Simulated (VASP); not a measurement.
# SrCl2 (I4/mmm) in VASP: notebook

The runs below take SrCl2 through single point, with PBE.

All numbers are computed with VASP 6.6.1; they aren't measurements. Logs are shortened: lines on timing, memory, paths and dates and some standing lists are left out, and cuts for length are marked.

**1. The cell of the first run**

Symmetry: I4/mmm, No. 139, tetragonal system. Conventional cell: a = 5.690 Å, b = 5.690 Å, c = 5.231 Å, α = 90.00°, β = 90.00°, γ = 90.00°. Within 4.1 Å of Sr (site symmetry 4/mmm) lie 8 Cl at 3.13 Å. Cl (site symmetry -4m2) has 2 Cl at 2.62 Å and 4 Sr at 3.13 Å within 3.5 Å.

**2. Single point, PBE**

Contents of INCAR:

```
SYSTEM = SrCl2
ALGO     = Normal         ! electronic algorithm
EDIFF    = 1E-6           ! SCF threshold, eV
ENCUT    = 520            ! plane-wave cutoff, eV
GGA      = PE             ! functional
ISIF     = 2              ! what is computed and relaxed
ISMEAR   = 0              ! smearing method
LASPH    = .TRUE.         ! aspherical terms in the spheres
LCHARG   = .TRUE.         ! write CHGCAR
LELF     = .TRUE.         ! ELF
LREAL    = .FALSE.        ! projectors in reciprocal space
LVHAR    = .TRUE.       
LWAVE    = .FALSE.        ! write WAVECAR
NBANDS   = 19             ! bands
NELM     = 60             ! most SCF steps
PREC     = Accurate       ! precision mode
SIGMA    = 0.05           ! smearing width, eV
```

Contents of KPOINTS:

```
k-points
0
G
  6 6 6
  0 0 0
```

Contents of POSCAR:

```
SrCl2
1.0
    0.0000000000      4.0237158292      2.6154152890
    4.0237158292      0.0000000000      2.6154152890
    4.0237158292      4.0237158292      0.0000000000
Sr Cl
1 2
Direct
    0.0000000000      0.0000000000      0.0000000000
    0.2500000000      0.2500000000      0.2500000000
    0.7500000000      0.7500000000      0.7500000000
```

Potentials or basis: VASP PAW PBE potentials, release 64 (Sr_sv, Cl).

Started as:

```
$ cat potpaw_PBE.64/Sr_sv/POTCAR potpaw_PBE.64/Cl/POTCAR > POTCAR
$ mpirun -np 1 vasp_std > vasp.out
```

OUTCAR:

```text
SYSTEM = SrCl2
   EDIFF = 1E-6
   ENCUT = 520
   GGA = PE
   ISIF = 2
   ISMEAR = 0
   LASPH = .TRUE.
   LREAL = .FALSE.
   NELM = 60
   PREC = Accurate

 ion  position               nearest neighbor table
   1  0.000  0.000  0.000-   3 3.13   3 3.13   3 3.13   2 3.13   3 3.13   2 3.13   2 3.13   2 3.13

   2  0.250  0.250  0.250-   3 2.62   3 2.62   1 3.13   1 3.13   1 3.13   1 3.13
   3  0.750  0.750  0.750-   2 2.62   2 2.62   1 3.13   1 3.13   1 3.13   1 3.13

  LATTYP: Found a body centered tetragonal cell.
 ALAT       =     5.6903934968
 C/A-ratio  =     0.9192388155

  Lattice vectors:

 A1 = (   0.0000000000,  -4.0237158292,  -2.6154152890)
 A2 = (   0.0000000000,   4.0237158292,  -2.6154152890)
 A3 = (   4.0237158292,   0.0000000000,   2.6154152890)

Analysis of symmetry for initial positions (statically):
=====================================================================
 Subroutine PRICEL returns:
 Original cell was already a primitive cell.

 Routine SETGRP: Setting up the symmetry group for a
 body centered tetragonal supercell.

 Subroutine GETGRP returns: Found 16 space group operations
 (whereof 16 operations were pure point group operations)
 out of a pool of 16 trial point group operations.

The static configuration has the point symmetry D_4h.

Analysis of symmetry for dynamics (positions and initial velocities):
=====================================================================
 Subroutine PRICEL returns:
 Original cell was already a primitive cell.

 Routine SETGRP: Setting up the symmetry group for a
 body centered tetragonal supercell.

 Subroutine GETGRP returns: Found 16 space group operations
 (whereof 16 operations were pure point group operations)
 out of a pool of 16 trial point group operations.

The dynamic configuration has the point symmetry D_4h.

 Subroutine INISYM returns: Found 16 space group operations
 (whereof 16 operations are pure point group operations),
 and found     1 'primitive' translations

----------------------------------------------------------------------------------------

                                     Primitive cell

  volume of cell :      84.6887

  direct lattice vectors                    reciprocal lattice vectors
     0.000000000  4.023715829  2.615415289    -0.124263249  0.124263249  0.191174228
     4.023715829  0.000000000  2.615415289     0.124263249 -0.124263249  0.191174228
     4.023715829  4.023715829  0.000000000     0.124263249  0.124263249 -0.191174228

  length of vectors
     4.799029715  4.799029715  5.690393497     0.259673440  0.259673440  0.259673440

  position of ions in fractional coordinates (direct lattice)
     0.000000000  0.000000000  0.000000000
     0.250000000  0.250000000  0.250000000
     0.750000000  0.750000000  0.750000000

  ion indices of the primitive-cell ions
   primitive index   ion index
                 1           1
                 2           2
                 3           3

----------------------------------------------------------------------------------------

 KPOINTS: k-points

Automatic generation of k-mesh.
 Grid dimensions read from file:
 generate k-points for:    6    6    6

 Generating k-lattice:

  Cartesian coordinates                     Fractional coordinates (reciprocal lattice)
    -0.020710541  0.020710541  0.031862371     0.166666667 -0.000000000  0.000000000
     0.020710541 -0.020710541  0.031862371    -0.000000000  0.166666667  0.000000000
     0.020710541  0.020710541 -0.031862371     0.000000000  0.000000000  0.166666667

  Length of vectors
     0.043278907  0.043278907  0.043278907

  Shift w.r.t. Gamma in fractional coordinates (k-lattice)
     0.000000000  0.000000000  0.000000000

 Subroutine IBZKPT returns following result:
 ===========================================

 Found     30 irreducible k-points:

 Following reciprocal coordinates:
            Coordinates               Weight
  0.000000  0.000000  0.000000      1.000000
  0.166667 -0.000000  0.000000      8.000000
  0.333333 -0.000000  0.000000      8.000000
  0.500000 -0.000000  0.000000      4.000000
  0.166667  0.166667  0.000000      2.000000
  0.333333  0.166667  0.000000      8.000000
[... 16 lines left out ...]
  0.333333  0.000000  0.333333      4.000000
  0.500000 -0.000000  0.333333     16.000000
 [... further k-points ...]
   k-points           NKPTS =     30   k-points in BZ     NKDIM =     30   number of bands    NBANDS=     19
   number of dos      NEDOS =    301   number of ions     NIONS =      3
   total plane-waves  NPLWV =  54432
   dimension x,y,z NGX =    36 NGY =   36 NGZ =   42
   dimension x,y,z NGXF=    72 NGYF=   72 NGZF=   84
   ions per type =               1   2
   NGX,Y,Z   is equivalent  to a cutoff of  12.47, 12.47, 12.27 a.u.
   NGXF,Y,Z  is equivalent  to a cutoff of  24.94, 24.94, 24.54 a.u.
 SYSTEM =  SrCl2
   PREC   = accura    normal or accurate (medium, high low for compatibility)
   ISTART =      0    job   : 0-new  1-cont  2-samecut
   ICHARG =      2    charge: 1-file 2-atom 10-const
   ISPIN  =      1    spin polarized calculation?
   LNONCOLLINEAR =      F non collinear calculations
   LSORBIT =      F    spin-orbit coupling
   LASPH  =      T    aspherical Exc in radial PAW
   ENCUT  =  520.0 eV  38.22 Ry    6.18 a.u.   8.92  8.92 10.58*2*pi/ulx,y,z
   NELM   =     60;   NELMIN=  2; NELMDL= -5     # of ELM steps
   EDIFF  = 0.1E-05   stopping-criterion for ELM
   LREAL  =      F    real-space projection
   EDIFFG = 0.1E-04   stopping-criterion for IOM
   NSW    =      0    number of steps for IOM
   IBRION =     -1    ionic relax: 0-MD 1-quasi-New 2-CG
   NFREE  =      0    steps in history (QN), initial steepest desc. (CG)
   ISIF   =      2    stress and relaxation
   ISYM   =      2    0-nonsym 1-usesym 2-fastsym
   POTIM  = 0.5000    time-step for ionic-motion
   TEBEG  =    0.0;   TEEND  =   0.0 temperature during run
   PSTRESS=    0.0 pullay stress
   NELECT =      24.0000    total number of electrons
   NUPDOWN=      -1.0000    fix difference up-down
   EMIN   =  10.00;   EMAX   =-10.00  energy-range for DOS
   EFERMI =   0.00;   METHOD = LEGACY
   ISMEAR =     0;   SIGMA  =   0.05  broadening in eV -4-tet -1-fermi 0-gaus
   EFERMI_NEDOS =   21; number of points for ismear=-14 and -15
   IALGO  =     38    algorithm
   IMIX   =      4    mixing-type and parameters
     AMIX     =   0.40;   BMIX     =  1.00
     AMIX_MAG =   1.60;   BMIX_MAG =  1.00
  volume/ion in A,a.u.               =      28.23       190.50
  Fermi-wavevector in a.u.,A,eV,Ry     =   1.075318  2.032056 15.732530  1.156308
  Thomas-Fermi vector in A             =   2.211171
   LORBIT       =      0    0 simple, 1 ext, 2 COOP (PROOUT), +10 PAW based schemes
   GGA     = PE    functional components
   LHFCALC =     F    Hartree Fock is set to
   AEXX    =    0.0000 exact exchange contribution
   IVDW    =     0    specifies the selected vdW correction
   LEPSILON=     F    determine dielectric tensor
   LRPA    =     F    only Hartree local field effects (RPA)
 non-spin polarized calculation
 Gauss-broadening in eV      SIGMA  =   0.05
  energy-cutoff  :      520.00
  volume of cell :       84.69
 maximum number of plane-waves:      2305
   NGX = 17   NGY = 17   NGZ = 21

 number of electron      24.0000001 magnetization

 Free energy of the ion-electron system (eV)
  ---------------------------------------------------
  ext. energy  EPLUGINS =         0.00000000
  ---------------------------------------------------
  free energy    TOTEN  =       -10.30104068 eV

  energy without entropy =      -10.30054837  energy(sigma->0) =      -10.30079452

 E-fermi :   4.2325     XC(G=0):  -8.2742

 val. band max:        4.2242234583   @ k =   0.0000   0.0000   0.0000
 cond. band min:       4.7417223908   @ k =   0.1667  -0.0000   0.0000
 fundamental gap:      0.5174989325
 Fermi energy:         4.2324893911

 k-point     1 :       0.0000    0.0000    0.0000
  band No.  band energies     occupation
      1     -33.0653      2.00000
      2     -15.0921      2.00000
      3     -14.9748      2.00000
      4     -14.9748      2.00000
      5     -13.0530      2.00000
      6     -10.9381      2.00000
[... 11 lines left out ...]
     18       8.8021      0.00000
     19       8.9702      0.00000

 k-point     2 :       0.1667   -0.0000    0.0000
  band No.  band energies     occupation
      1     -33.0646      2.00000
      2     -15.1080      2.00000
      3     -15.0034      2.00000
      4     -14.9799      2.00000
      5     -12.8939      2.00000
      6     -11.1304      2.00000
[... 11 lines left out ...]
     18       8.5779      0.00000
     19       9.4256      0.00000

 k-point     3 :       0.3333   -0.0000    0.0000
  band No.  band energies     occupation
      1     -33.0634      2.00000
      2     -15.1499      2.00000
      3     -15.0323      2.00000
      4     -14.9903      2.00000
      5     -12.5225      2.00000
      6     -11.5665      2.00000
[... 11 lines left out ...]
     18       8.3987      0.00000
     19       9.0398      0.00000

 k-point     4 :       0.5000   -0.0000    0.0000
  band No.  band energies     occupation
      1     -33.0627      2.00000
      2     -15.1713      2.00000
      3     -15.0391      2.00000
      4     -14.9954      2.00000
      5     -12.1600      2.00000
      6     -11.9600      2.00000
[... 407 lines left out ...]
     18       8.4995      0.00000
     19      10.5551      0.00000

 k-point    23 :       0.3333    0.0000    0.3333
  band No.  band energies     occupation
      1     -33.0633      2.00000
      2     -15.1609      2.00000
      3     -15.1069      2.00000
      4     -14.9725      2.00000
      5     -12.7329      2.00000
      6     -11.0135      2.00000
[... 11 lines left out ...]
     18       7.8339      0.00000
     19       9.5186      0.00000

 k-point    24 :       0.5000   -0.0000    0.3333
  band No.  band energies     occupation
      1     -33.0627      2.00000
      2     -15.1738      2.00000
      3     -15.1149      2.00000
      4     -14.9853      2.00000
      5     -12.5955      2.00000
      6     -11.1898      2.00000
[... 11 lines left out ...]
     18       8.5720      0.00000
     19       9.1350      0.00000

 [... further k-points ...]

------------------------ aborting loop because EDIFF is reached ----------------------------------------

  FORCE on cell =-STRESS in cart. coord.  units (eV):
  Direction    XX          YY          ZZ          XY          YZ          ZX
  --------------------------------------------------------------------------------------
  -------------------------------------------------------------------------------------
  Total       -3.8885329     -3.8885329     18.3519827      0.0000000      0.0000000      0.0000000
  in kB      -73.5649770    -73.5649770    347.1908873      0.0000000      0.0000000      0.0000000
  external PRESSURE =      66.6869778 kB  Pullay stress =       0.0000000 kB

 VOLUME and BASIS-vectors are now :
 -----------------------------------------------------------------------------
  energy-cutoff  :      520.00
  volume of cell :       84.69
      direct lattice vectors                 reciprocal lattice vectors
     0.000000000  4.023715829  2.615415289    -0.124263249  0.124263249  0.191174228
     4.023715829  0.000000000  2.615415289     0.124263249 -0.124263249  0.191174228
     4.023715829  4.023715829  0.000000000     0.124263249  0.124263249 -0.191174228

 POSITION                                       TOTAL-FORCE (eV/Angst)
 -----------------------------------------------------------------------------------
      0.00000      0.00000      0.00000         0.000000     -0.000000     -0.000000
      2.01186      2.01186      1.30771         0.000000      0.000000      0.000000
      6.03557      6.03557      3.92312        -0.000000     -0.000000     -0.000000
 -----------------------------------------------------------------------------------
    total drift:                                0.000000      0.000000      0.000000

  FREE ENERGIE OF THE ION-ELECTRON SYSTEM (eV)
  ---------------------------------------------------
  free  energy   TOTEN  =       -10.3010406780 eV

  energy  without entropy=      -10.3005483652  energy(sigma->0) =      -10.30079452
```

It took 39 s on 1 thread of AMD EPYC 9R14 (Zen 4), shared host; peak memory 0.21 GiB.

Results:

| Quantity | Value |
| --- | --- |
| Free energy | -10.3010 eV |
| Pressure | 6.7 GPa |

**3. Single point, PBE**

This run uses another cell than the first one, of the same volume but with other edges.

Contents of INCAR:

```
  PREC = Accurate
  ENCUT = 520
  EDIFF = 1E-7
  ISMEAR = 0
  SIGMA = 0.05
  LREAL = F
  LASPH = T
  NELM = 80
  ALGO = Normal
  ISIF = 2
  LWAVE = F
  LCHARG = F
  GGA = PE
  NBANDS = 19
```

Contents of KPOINTS:

```
regular mesh
0
Gamma
  6 6 6
```

Contents of POSCAR:

```
SrCl2
1.0
    0.0000000000      3.0448647098      4.5672970648
    3.0448647098      0.0000000000      4.5672970648
    3.0448647098      3.0448647098      0.0000000000
Sr Cl
1 2
Direct
    0.0000000000      0.0000000000      0.0000000000
    0.2500000000      0.2500000000      0.2500000000
    0.7500000000      0.7500000000      0.7500000000
```

Potentials or basis: VASP PAW PBE potentials, release 64 (Sr_sv, Cl).

Started as:

```
$ cat potpaw_PBE.64/Sr_sv/POTCAR potpaw_PBE.64/Cl/POTCAR > POTCAR
$ mpirun -np 1 vasp_std > vasp.out
```

It took 34 s on 1 thread of AMD EPYC 9R14 (Zen 4), shared host; peak memory 0.21 GiB.

It converged, with:

* Free energy: -11.0856 eV
* Pressure: 2.3 GPa
* Band gap on the k mesh: 1.19 eV, indirect (least direct gap 1.66 eV)

Stress tensor (GPa, compression positive):
```
 11.27   0.00   0.00
  0.00  11.27   0.00
  0.00   0.00 -15.73
```

Levels at points of the mesh, in eV from the valence-band top:
```
           k point  band 9  band 10  band 11  band 12  band 13  band 14  band 15  band 16
(0.00, 0.00, 0.00)   -3.32    -2.86    -0.47    -0.47     1.19     5.08     5.20     5.21
(0.50, 0.00, 0.00)   -2.59    -2.45    -2.37    -2.20     3.19     4.32     4.76     5.86
(0.50, 0.50, 0.00)   -3.42    -2.11    -0.59    -0.59     2.83     3.06     4.75     4.75
(0.50, 0.00, 0.50)   -3.12    -3.01    -0.07     0.00     2.49     5.10     5.65     6.21
```

 A k mesh can miss the band edges.
